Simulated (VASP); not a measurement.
Set up this calculation in VASP 6.6.1, as the native input.

* Task: relaxation of cell and atoms
* Functional: BLYP
* Potentials or basis: VASP PAW PBE potentials, release 64 (In_d, As)
* Cutoff: 600 eV
* k mesh: 8 × 8 × 8
* Occupations: fermi-dirac, width 0.05 eV
* Spin: no spin polarisation
* Dipole correction: no
* Further INCAR settings: ALGO = Normal; EDIFF = 1e-07; IBRION = 2; EDIFFG = -0.005; NSW = 80; ISIF = 3

The structure of InAs lies in POSCAR:

```
InAs
1.0
    0.0000000000      3.0180000000      3.0180000000
    3.0180000000      0.0000000000      3.0180000000
    3.0180000000      3.0180000000      0.0000000000
In As
1 1
Direct
    0.0000000000      0.0000000000      0.0000000000
    0.7500000000      0.7500000000      0.7500000000
```

These files were run (other wordings do the same):

INCAR

```
SYSTEM = InAs
PREC = Accurate
ENCUT = 600
EDIFF = 1E-7
ISMEAR = -1
SIGMA = 0.05
LREAL = .FALSE.
LASPH = .TRUE.
NELM = 80
ALGO = Normal
ISIF = 3
LWAVE = .FALSE.
LCHARG = .FALSE.
GGA = B5
ALDAX = 1.0
AGGAX = 1.0
AGGAC = 1.0
ALDAC = 0.0
IBRION = 2
NSW = 80
EDIFFG = -0.005
```

KPOINTS

```
regular mesh
0
G
  8 8 8
  0 0 0
```

Potentials or basis: VASP PAW PBE potentials, release 64 (In_d, As).

The run is started by

```sh
$ cat potpaw_PBE.64/In_d/POTCAR potpaw_PBE.64/As/POTCAR > POTCAR
$ mpirun -np 1 vasp_std > vasp.out
```

Results of the run:

- Relaxed volume: 31.55 Å³/atom
- Relaxed cell: a = 4.469 Å, b = 4.469 Å, c = 4.469 Å, α = 60.00°, β = 60.00°, γ = 60.00°
- Space group after relaxing (to 0.05 Å): F-43m (No. 216)
- Energy gained by relaxing: 85.4 meV/atom
- Ionic steps: 5
- Pressure after relaxing: 0.0 GPa
- Band gap on the k mesh: zero (filled and empty bands touch)

Caveat: the PAW data sets were made with another functional, which shifts forces and pressure a little; spin-orbit coupling is left out, which moves the levels of the heavy elements; the volume moved by +15 % from the deposited cell, more than functionals usually miss.

Wall time 2.9 min on 1 thread of Intel Xeon 6975P-C, with other jobs on the host, peak memory 0.23 GiB.
